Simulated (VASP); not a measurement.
# Si (a cell with a defect) in VASP: single point with PBEsol

Aim: the single point of Si (a cell with a defect) with PBEsol.

Program: VASP 6.6.1. These are calculated values, not measurements. Logs are shortened: lines on timing, memory, paths and dates and some standing lists are left out, and cuts for length are marked.

### Step 1. The cell of the first run

The cell holds a defect, 65 atoms: a = 10.866 Å, b = 10.866 Å, c = 10.866 Å, α = 90.00°, β = 90.00°, γ = 90.00°.

### Step 2. Single point, PBEsol

The input, INCAR:

```
PREC = Accurate
ENCUT = 520
EDIFF = 1E-7
ISMEAR = -1
SIGMA = 0.05
LREAL = Auto
LASPH = T
NELM = 100
ALGO = Normal
ISIF = 2
LWAVE = F
LCHARG = F
GGA = PS
NBANDS = 168
ISYM = 0
```

The input, KPOINTS:

```
Automatic mesh
0
Gamma
  1 1 1
  0.25 0.25 0.25
```

The input, POSCAR:

```
Si
1.0
   10.8655790000      0.0000000000      0.0000000000
    0.0000000000     10.8655790000      0.0000000000
    0.0000000000      0.0000000000     10.8655790000
Si
65
Direct
    0.0003810000      0.9998240000      0.0024840000
    0.0005260000      0.0000530000      0.4998270000
    0.0003280000      0.5002510000      0.9987570000
    0.0002450000      0.4996700000      0.5010620000
    0.5007300000      0.9998690000      0.9988150000
    0.5000550000      0.9997530000      0.5011050000
    0.5010930000      0.5006300000      0.9998050000
    0.4178670000      0.4173540000      0.4244800000
    0.1256350000      0.1251280000      0.1276770000
    0.1207840000      0.1204110000      0.6308050000
    0.1238390000      0.6256780000      0.1259630000
    0.1236260000      0.6243410000      0.6285800000
    0.6261370000      0.1234580000      0.1259760000
    0.6247540000      0.1231560000      0.6285650000
    0.6257200000      0.6252880000      0.1264600000
    0.6281680000      0.6277060000      0.6266110000
    0.2498730000      0.2494610000      0.0009160000
    0.2445680000      0.2440930000      0.5093290000
    0.2514740000      0.7501980000      0.0042390000
    0.2464730000      0.7516420000      0.5049910000
    0.7506460000      0.2510520000      0.0041890000
    0.7520940000      0.2460100000      0.5050120000
    0.7497200000      0.7491900000      0.0001390000
    0.7565220000      0.7560670000      0.5081670000
    0.3762610000      0.3758480000      0.1243770000
    0.3708000000      0.3702530000      0.6318060000
    0.3770760000      0.8787250000      0.1270530000
    0.3753690000      0.8755420000      0.6269300000
    0.8792590000      0.3765560000      0.1270170000
    0.8761010000      0.3748900000      0.6268580000
    0.8748070000      0.8744160000      0.1261940000
    0.8799830000      0.8795680000      0.6296040000
    0.2507440000      0.0006690000      0.2520330000
    0.2495040000      0.9982080000      0.7530970000
    0.2485240000      0.4959760000      0.2507290000
    0.2499730000      0.5002900000      0.7524520000
    0.7503820000      0.9998380000      0.2505330000
    0.7509220000      0.0005400000      0.7536410000
    0.7535580000      0.5040610000      0.2516010000
    0.7491590000      0.4981490000      0.7500560000
    0.3732060000      0.1255480000      0.3804110000
    0.3753080000      0.1250660000      0.8759610000
    0.3660050000      0.6348280000      0.3690890000
    0.3749060000      0.6258760000      0.8771560000
    0.8757170000      0.1246960000      0.3761120000
    0.8745170000      0.1260480000      0.8795690000
    0.8769540000      0.6283170000      0.3795860000
    0.8740490000      0.6249380000      0.8749130000
    0.0012040000      0.2502590000      0.2520430000
    0.9985960000      0.2490410000      0.7532000000
    0.0002110000      0.7499390000      0.2505010000
    0.0009880000      0.7505140000      0.7536100000
    0.4963750000      0.2481440000      0.2507750000
    0.5007200000      0.2494190000      0.7525380000
    0.5045800000      0.7530730000      0.2517290000
    0.4986730000      0.7486650000      0.7501420000
    0.1260410000      0.3727530000      0.3804220000
    0.1255730000      0.3749120000      0.8758790000
    0.1251180000      0.8752230000      0.3760760000
    0.1266090000      0.8740590000      0.8794760000
    0.6353620000      0.3655700000      0.3690660000
    0.6263120000      0.3744720000      0.8771100000
    0.6288010000      0.8765660000      0.3796330000
    0.6254400000      0.8735710000      0.8750070000
    0.5774640000      0.5769970000      0.4222300000
```

Potentials or basis: VASP PAW PBE potentials, release 64 (Si).

Started as:

```bash
$ cat potpaw_PBE.64/Si/POTCAR > POTCAR
$ mpirun -np 1 vasp_std > vasp.out
```

OUTCAR:

```text
PREC = Accurate
   ENCUT = 520
   EDIFF = 1E-7
   ISMEAR = -1
   LREAL = Auto
   LASPH = T
   NELM = 100
   ISIF = 2
   GGA = PS
   ISYM = 0

 ion  position               nearest neighbor table
   1  0.000  1.000  0.002-  31 2.35  60 2.35  46 2.35   9 2.36
   2  0.001  0.000  0.500-  32 2.33  10 2.33  45 2.34  59 2.34
   3  0.000  0.500  0.999-  29 2.34  58 2.34  48 2.35  11 2.36
   4  0.000  0.500  0.501-  57 2.34  47 2.34  30 2.35  12 2.36
   5  0.501  1.000  0.999-  27 2.34  42 2.34  64 2.35  13 2.36
   6  0.500  1.000  0.501-  41 2.34  63 2.34  28 2.35  14 2.36
   7  0.501  0.501  1.000-  62 2.35  44 2.35  25 2.35  15 2.36
   8  0.418  0.417  0.424-  26 2.37  65 2.45  43 2.50  61 2.50  53 2.77  35 2.77  18 2.82
   9  0.126  0.125  0.128-  33 2.35  49 2.35  17 2.35   1 2.36
  10  0.121  0.120  0.631-  18 2.31   2 2.33  50 2.34  34 2.34
  11  0.124  0.626  0.126-  51 2.34  19 2.35   3 2.36  35 2.38
  12  0.124  0.624  0.629-  20 2.34  52 2.35  36 2.35   4 2.36
  13  0.626  0.123  0.126-  37 2.34  21 2.35   5 2.36  53 2.38
  14  0.625  0.123  0.629-  22 2.34  38 2.35  54 2.35   6 2.36
  15  0.626  0.625  0.126-  23 2.35  55 2.35  39 2.35   7 2.36
  16  0.628  0.628  0.627-  56 2.35  40 2.35  65 2.35  24 2.36
  17  0.250  0.249  0.001-  42 2.35  58 2.35   9 2.35  25 2.36
  18  0.245  0.244  0.509-  10 2.31  26 2.35  57 2.36  41 2.36   8 2.82
  19  0.251  0.750  0.004-  60 2.34  11 2.35  44 2.35  27 2.37
  20  0.246  0.752  0.505-  43 2.34  12 2.34  59 2.35  28 2.35
  21  0.751  0.251  0.004-  46 2.34  13 2.35  62 2.35  29 2.37
  22  0.752  0.246  0.505-  61 2.34  14 2.34  45 2.35  30 2.35
  23  0.750  0.749  0.000-  64 2.34  48 2.34  15 2.35  31 2.36
  24  0.757  0.756  0.508-  32 2.31  16 2.36  63 2.36  47 2.36  65 2.91
  25  0.376  0.376  0.124-   7 2.35  53 2.35  35 2.35  17 2.36
[... 24 lines left out ...]
  50  0.999  0.249  0.753-  10 2.34  46 2.34  30 2.35  58 2.36
  51  0.000  0.750  0.251-  11 2.34  47 2.35  31 2.35  59 2.36
  52  0.001  0.751  0.754-  12 2.35  48 2.35  32 2.35  60 2.35
  53  0.496  0.248  0.251-  25 2.35  41 2.36  61 2.36  13 2.38   8 2.77
  54  0.501  0.249  0.753-  26 2.33  42 2.34  14 2.35  62 2.35
  55  0.505  0.753  0.252-  15 2.35  43 2.35  63 2.36  27 2.37  65 2.78
  56  0.499  0.749  0.750-  28 2.34  44 2.34  16 2.35  64 2.36
  57  0.126  0.373  0.380-   4 2.34  35 2.36  49 2.36  18 2.36
  58  0.126  0.375  0.876-  36 2.34   3 2.34  17 2.35  50 2.36
  59  0.125  0.875  0.376-   2 2.34  20 2.35  33 2.35  51 2.36
  60  0.127  0.874  0.879-  34 2.34  19 2.34   1 2.35  52 2.35
  61  0.635  0.366  0.369-  22 2.34  39 2.35  53 2.36  65 2.45   8 2.50
  62  0.626  0.374  0.877-  40 2.34   7 2.35  21 2.35  54 2.35
  63  0.629  0.877  0.380-   6 2.34  37 2.35  55 2.36  24 2.36
  64  0.625  0.874  0.875-  23 2.34  38 2.35   5 2.35  56 2.36
  65  0.577  0.577  0.422-  16 2.35  61 2.45  43 2.45   8 2.45  55 2.78  39 2.78  24 2.91

IMPORTANT INFORMATION: All symmetrisations will be switched off!
NOSYMM: (Re-)initialisation of all symmetry stuff for point group C_1.

----------------------------------------------------------------------------------------

                                     Primitive cell

  volume of cell :    1282.7990

  direct lattice vectors                    reciprocal lattice vectors
    10.865579000  0.000000000  0.000000000     0.092033752  0.000000000  0.000000000
     0.000000000 10.865579000  0.000000000     0.000000000  0.092033752  0.000000000
     0.000000000  0.000000000 10.865579000     0.000000000  0.000000000  0.092033752

  length of vectors
    10.865579000 10.865579000 10.865579000     0.092033752  0.092033752  0.092033752

  position of ions in fractional coordinates (direct lattice)
     0.000381000  0.999824000  0.002484000
     0.000526000  0.000053000  0.499827000
     0.000328000  0.500251000  0.998757000
     0.000245000  0.499670000  0.501062000
     0.500730000  0.999869000  0.998815000
     0.500055000  0.999753000  0.501105000
[... 57 lines left out ...]
     0.625440000  0.873571000  0.875007000
     0.577464000  0.576997000  0.422230000

  ion indices of the primitive-cell ions
   primitive index   ion index
                 1           1
                 2           2
                 3           3
                 4           4
                 5           5
                 6           6
[... 57 lines left out ...]
                64          64
                65          65

----------------------------------------------------------------------------------------

 KPOINTS: Automatic mesh

Automatic generation of k-mesh.
 Grid dimensions read from file:
 generate k-points for:    1    1    1

 Generating k-lattice:

  Cartesian coordinates                     Fractional coordinates (reciprocal lattice)
     0.092033752  0.000000000  0.000000000     1.000000000  0.000000000  0.000000000
     0.000000000  0.092033752  0.000000000     0.000000000  1.000000000  0.000000000
     0.000000000  0.000000000  0.092033752     0.000000000  0.000000000  1.000000000

  Length of vectors
     0.092033752  0.092033752  0.092033752

  Shift w.r.t. Gamma in fractional coordinates (k-lattice)
     0.250000000  0.250000000  0.250000000

 Subroutine IBZKPT returns following result:
 ===========================================

 Found      4 irreducible k-points:

 Following reciprocal coordinates:
            Coordinates               Weight
  0.250000  0.250000  0.250000      2.000000
 -0.250000  0.250000  0.250000      2.000000
 -0.250000 -0.250000  0.250000      2.000000
  0.250000 -0.250000  0.250000      2.000000
   k-points           NKPTS =      4   k-points in BZ     NKDIM =      4   number of bands    NBANDS=    168
   number of dos      NEDOS =    301   number of ions     NIONS =     65
   total plane-waves  NPLWV = 592704
   dimension x,y,z NGX =    84 NGY =   84 NGZ =   84
   dimension x,y,z NGXF=   168 NGYF=  168 NGZF=  168
   ions per type =              65
   NGX,Y,Z   is equivalent  to a cutoff of  12.85, 12.85, 12.85 a.u.
   NGXF,Y,Z  is equivalent  to a cutoff of  25.70, 25.70, 25.70 a.u.
 SYSTEM =  unknown system
   PREC   = accura    normal or accurate (medium, high low for compatibility)
   ISTART =      0    job   : 0-new  1-cont  2-samecut
   ICHARG =      2    charge: 1-file 2-atom 10-const
   ISPIN  =      1    spin polarized calculation?
   LNONCOLLINEAR =      F non collinear calculations
   LSORBIT =      F    spin-orbit coupling
   LASPH  =      T    aspherical Exc in radial PAW
   ENCUT  =  520.0 eV  38.22 Ry    6.18 a.u.  20.20 20.20 20.20*2*pi/ulx,y,z
   NELM   =    100;   NELMIN=  2; NELMDL= -5     # of ELM steps
   EDIFF  = 0.1E-06   stopping-criterion for ELM
   LREAL  =      T    real-space projection
   EDIFFG = 0.1E-05   stopping-criterion for IOM
   NSW    =      0    number of steps for IOM
   IBRION =     -1    ionic relax: 0-MD 1-quasi-New 2-CG
   NFREE  =      0    steps in history (QN), initial steepest desc. (CG)
   ISIF   =      2    stress and relaxation
   ISYM   =      0    0-nonsym 1-usesym 2-fastsym
   POTIM  = 0.5000    time-step for ionic-motion
   TEBEG  =    0.0;   TEEND  =   0.0 temperature during run
   PSTRESS=    0.0 pullay stress
   NELECT =     260.0000    total number of electrons
   NUPDOWN=      -1.0000    fix difference up-down
   EMIN   =  10.00;   EMAX   =-10.00  energy-range for DOS
   EFERMI =   0.00;   METHOD = LEGACY
   ISMEAR =    -1;   SIGMA  =   0.05  broadening in eV -4-tet -1-fermi 0-gaus
   EFERMI_NEDOS =   21; number of points for ismear=-14 and -15
   IALGO  =     38    algorithm
   IMIX   =      4    mixing-type and parameters
     AMIX     =   0.40;   BMIX     =  1.00
     AMIX_MAG =   1.60;   BMIX_MAG =  1.00
  volume/ion in A,a.u.               =      19.74       133.18
  Fermi-wavevector in a.u.,A,eV,Ry     =   0.961641  1.817238 12.582040  0.924754
  Thomas-Fermi vector in A             =   2.091031
   LORBIT       =      0    0 simple, 1 ext, 2 COOP (PROOUT), +10 PAW based schemes
   GGA     = PS    functional components
   LHFCALC =     F    Hartree Fock is set to
   AEXX    =    0.0000 exact exchange contribution
   IVDW    =     0    specifies the selected vdW correction
   LEPSILON=     F    determine dielectric tensor
   LRPA    =     F    only Hartree local field effects (RPA)
 non-spin polarized calculation
  energy-cutoff  :      520.00
  volume of cell :     1282.80
 maximum number of plane-waves:     34484
 NGX is ok and might be reduce to    84
   NGX = 41   NGY = 41   NGZ = 41

 number of electron     259.9999988 magnetization

 Free energy of the ion-electron system (eV)
  ---------------------------------------------------
  ext. energy  EPLUGINS =         0.00000000
  ---------------------------------------------------
  free energy    TOTEN  =      -370.24533284 eV

  energy without entropy =     -370.24365434  energy(sigma->0) =     -370.24449359

 E-fermi :   6.1444     XC(G=0):  -9.6177

 val. band max:        5.8180357498   @ k =  -0.2500  -0.2500   0.2500
 cond. band min:       6.4444983525   @ k =   0.2500   0.2500   0.2500
 fundamental gap:      0.6264626026
 Fermi energy:         6.1443938332

 k-point     1 :       0.2500    0.2500    0.2500
  band No.  band energies     occupation
      1      -6.1959      2.00000
      2      -5.6731      2.00000
      3      -5.3817      2.00000
      4      -5.3779      2.00000
      5      -5.0263      2.00000
      6      -4.8800      2.00000
[... 569 lines left out ...]
    141       7.7335      0.00000
    142       7.7426      0.00000
 [bands above 142 left out]

------------------------ aborting loop because EDIFF is reached ----------------------------------------

  FORCE on cell =-STRESS in cart. coord.  units (eV):
  Direction    XX          YY          ZZ          XY          YZ          ZX
  --------------------------------------------------------------------------------------
  -------------------------------------------------------------------------------------
  Total        7.6882077      7.6885078      4.2126519      2.3425709     -1.4401903     -1.4365137
  in kB        9.6023398      9.6027145      5.2614753      2.9258004     -1.7987543     -1.7941623
  external PRESSURE =       8.1555099 kB  Pullay stress =       0.0000000 kB

 VOLUME and BASIS-vectors are now :
 -----------------------------------------------------------------------------
  energy-cutoff  :      520.00
  volume of cell :     1282.80
      direct lattice vectors                 reciprocal lattice vectors
    10.865579000  0.000000000  0.000000000     0.092033752  0.000000000  0.000000000
     0.000000000 10.865579000  0.000000000     0.000000000  0.092033752  0.000000000
     0.000000000  0.000000000 10.865579000     0.000000000  0.000000000  0.092033752

 POSITION                                       TOTAL-FORCE (eV/Angst)
 -----------------------------------------------------------------------------------
      0.00414     10.86367      0.02699         0.032853      0.034951      0.020073
      0.00572      0.00058      5.43091         0.021556      0.020712      0.172911
      0.00356      5.43552     10.85207         0.057572      0.112162      0.030726
      0.00266      5.42920      5.44433         0.033036      0.041001      0.063043
      5.44072     10.86416     10.85270         0.110126      0.056541      0.030868
      5.43339     10.86290      5.44480         0.043979      0.032360      0.062647
[... 57 lines left out ...]
      6.79577      9.49185      9.50746        -0.108295     -0.038141     -0.029540
      6.27448      6.26941      4.58777         0.129202      0.133789      0.304471
 -----------------------------------------------------------------------------------
    total drift:                                0.011873     -0.016962      0.041014

  FREE ENERGIE OF THE ION-ELECTRON SYSTEM (eV)
  ---------------------------------------------------
  free  energy   TOTEN  =      -370.2453328399 eV

  energy  without entropy=     -370.2436543393  energy(sigma->0) =     -370.24449359
```

Run time: 33 min. Hardware: 1 thread of AMD EPYC 7R13 (Zen 3), shared host; peak memory 1.3 GiB.

Results:

- Free energy: -370.2453 eV
- Pressure: 0.8 GPa
- Largest force: 0.357 eV/Å
- Band gap on the k mesh: 0.63 eV

Forces on the atoms (eV/Å):
```
Si   0.033  0.035  0.020
Si   0.022  0.021  0.173
Si   0.058  0.112  0.031
Si   0.033  0.041  0.063
Si   0.110  0.057  0.031
Si   0.044  0.032  0.063
Si   0.041  0.043  0.039
Si   0.048  0.047  0.204
Si  -0.029 -0.027 -0.048
Si  -0.084 -0.087 -0.110
Si  -0.012 -0.188 -0.077
Si  -0.006 -0.065 -0.052
Si  -0.191 -0.010 -0.074
Si  -0.064 -0.005 -0.049
Si  -0.053 -0.055 -0.136
Si   0.017  0.018 -0.001
Si   0.066  0.065  0.022
Si   0.015  0.017 -0.015
Si   0.085  0.078  0.040
Si   0.098  0.011  0.096
Si   0.080  0.081  0.042
Si   0.014  0.096  0.094
Si   0.041  0.043  0.053
Si  -0.090 -0.089 -0.075
Si  -0.080 -0.082 -0.086
Si   0.041  0.045 -0.220
Si  -0.057 -0.134 -0.096
Si  -0.059 -0.003 -0.027
Si  -0.134 -0.055 -0.098
Si  -0.007 -0.060 -0.024
Si  -0.018 -0.022 -0.030
Si   0.050  0.050  0.020
Si   0.034  0.017  0.100
Si   0.076  0.030  0.039
Si  -0.064  0.064 -0.020
Si   0.024  0.139  0.021
Si   0.069  0.019  0.107
Si   0.067  0.034  0.026
Si   0.047  0.006 -0.023
Si   0.043  0.097  0.033
Si  -0.082 -0.037 -0.093
Si  -0.089 -0.038  0.000
Si  -0.060 -0.067 -0.006
Si  -0.045 -0.052 -0.013
Si  -0.033 -0.013 -0.156
Si  -0.046 -0.044 -0.016
Si  -0.101  0.011 -0.011
Si  -0.039 -0.107 -0.026
Si   0.014  0.033  0.101
Si   0.032  0.076  0.035
Si   0.021  0.066  0.109
Si   0.036  0.064  0.027
Si   0.066 -0.065 -0.022
Si   0.141  0.026  0.021
Si   0.004  0.045 -0.026
Si   0.094  0.045  0.034
Si  -0.038 -0.078 -0.092
Si  -0.039 -0.091  0.001
Si  -0.010 -0.033 -0.153
Si  -0.049 -0.045 -0.012
Si  -0.070 -0.060 -0.006
Si  -0.049 -0.046 -0.013
Si   0.011 -0.102 -0.011
Si  -0.108 -0.038 -0.030
Si   0.129  0.134  0.304
```

Levels at points of the mesh, in eV from the valence-band top:
```
           k point  band 128  band 129  band 130  band 131  band 132  band 133
(0.25, 0.25, 0.25)     -0.24     -0.19     -0.02      0.63      0.81      1.08
```

Caveat: the k points lie up to 0.58 Å⁻¹ apart; the PAW data sets were made with another functional, which shifts forces and pressure a little.
